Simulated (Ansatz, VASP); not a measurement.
# Cs2B4H: VASP beside Ansatz

```
CELL_PARAMETERS angstrom
3.12717 0.00000 0.00000
0.00000 3.12717 0.00000
0.00000 0.00000 13.07486
ATOMIC_POSITIONS crystal
Cs 0.50000 0.50000 0.50000
Cs 0.00000 0.00000 0.00000
B 0.50000 0.50000 0.74026
B 0.50000 0.50000 0.25974
B 0.00000 0.00000 0.72990
B 0.00000 0.00000 0.27010
H 0.50000 0.50000 0.00000
```

Alike in both runs: task relaxation of cell and atoms; functional PBE; k mesh 6 × 6 × 2; occupations gaussian, width 0.1 eV; no spin polarisation.

|  | VASP | Ansatz |
| --- | --- | --- |
| version | VASP 6.6.1 | Ansatz 0.2.0 |
| potentials or method | VASP PAW PBE potentials, release 64 (Cs_sv, B, H), cutoff 600 eV | scalar-relativistic, plane waves, PAW |
| valence electrons in the cell | 31 | 31 |

|  | VASP | Ansatz | Ansatz less VASP |
| --- | --- | --- | --- |
| gap on the k mesh at the Fermi level, each at its own relaxed structure (eV) | none | none | - |
| relaxed volume (Å³/atom) | 18.12 | 17.91 | -0.211 |
| relaxed length of the cell vector where the two differ most in proportion (Å) | 3.125 | 3.111 | -0.0140 |

A gap of «none» marks a metal or a gap that the smearing closes.

Spin-orbit coupling is off throughout.
